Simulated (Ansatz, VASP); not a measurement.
**CdSe4 in VASP and in Ansatz**

File INCAR:

```
ALGO     = Normal         # electronic algorithm
EDIFF    = 1E-6           # SCF threshold, eV
ENCUT    = 520            # plane-wave cutoff, eV
GGA      = PE             # functional
ISIF     = 2              # what is computed and relaxed
ISMEAR   = 0              # smearing method
LASPH    = True           # aspherical terms in the spheres
LCHARG   = False          # write CHGCAR
LREAL    = False          # projectors in reciprocal space
LWAVE    = False          # write WAVECAR
NBANDS   = 26             # bands
NELM     = 80             # most SCF steps
PREC     = Accurate       # precision mode
SIGMA    = 0.1            # smearing width, eV
```

Contents of KPOINTS:

```
k-points
0
Gamma
  4 4 4
```

POSCAR

```
CdSe4
1.0
   -3.7093751000      3.7093751000      2.2732152900
    3.7093751000     -3.7093751000      2.2732152900
    3.7093751000      3.7093751000     -2.2732152900
Cd Se
1 4
Direct
    0.0000000000      0.0000000000      0.0000000000
    0.6015449600      0.7953882700      0.3969332300
    0.7953882700      0.3984550400      0.1938433100
    0.2046117300      0.6015449600      0.8061566900
    0.3984550400      0.2046117300      0.6030667700
```

Input for Ansatz:

```yaml
crystal:
  lattice:
    - [-3.7093751, 3.7093751, 2.27321529]
    - [3.7093751, -3.7093751, 2.27321529]
    - [3.7093751, 3.7093751, -2.27321529]
  atoms:
    - { symbol: Cd, position: [0.0, 0.0, 0.0] }
    - { symbol: Se, position: [0.60154496, 0.79538827, 0.39693323] }
    - { symbol: Se, position: [0.79538827, 0.39845504, 0.19384331] }
    - { symbol: Se, position: [0.20461173, 0.60154496, 0.80615669] }
    - { symbol: Se, position: [0.39845504, 0.20461173, 0.60306677] }
basis:
  ecutwfc: 420
kpoints:
  mp_grid: { grid: [4, 4, 4] }
hamiltonian:
  xc: pbe
scf:
  occupations: { method: gaussian, width: 0.1 }
  lower_state_search: "off"
output:
  forces: true
  stress: true
  eigenvalues: true
```

Change from the starting cell: species swapped into the MnAu4 type (I4/m, No. 87).

Alike in both runs: task single point; functional PBE; k mesh 4 × 4 × 4; occupations gaussian, width 0.1 eV; no spin polarisation.

```csv
,VASP,Ansatz
version,VASP 6.6.1,Ansatz 0.2.0
potentials or method,"VASP PAW PBE potentials, release 64 (Cd, Se), cutoff 520 eV","scalar-relativistic, plane waves, PAW"
valence electrons in the cell,36,84
```

Ansatz gave:

* gap on the k mesh at the Fermi level (eV): none
* pressure (GPa): -6.5
* traceless stress, the component that is largest in VASP (GPa): -1.44
* rms of the force components (eV/Å): 0.154

Question: Which values does VASP return?

Answer: gap on the k mesh at the Fermi level (eV): none; pressure (GPa): -6.4; traceless stress, the component that is largest in VASP (GPa): -1.43; rms of the force components (eV/Å): 0.153.

Atom by atom the forces differ by 0.002 eV/Å (rms over components). A gap of «none» marks a metal or a gap that the smearing closes. VASP's potentials hold 36 valence electrons a cell and Ansatz's 84, so a difference there can come from the potentials and not from the codes.

The k mesh is coarse, so the values compare programs but aren't converged.
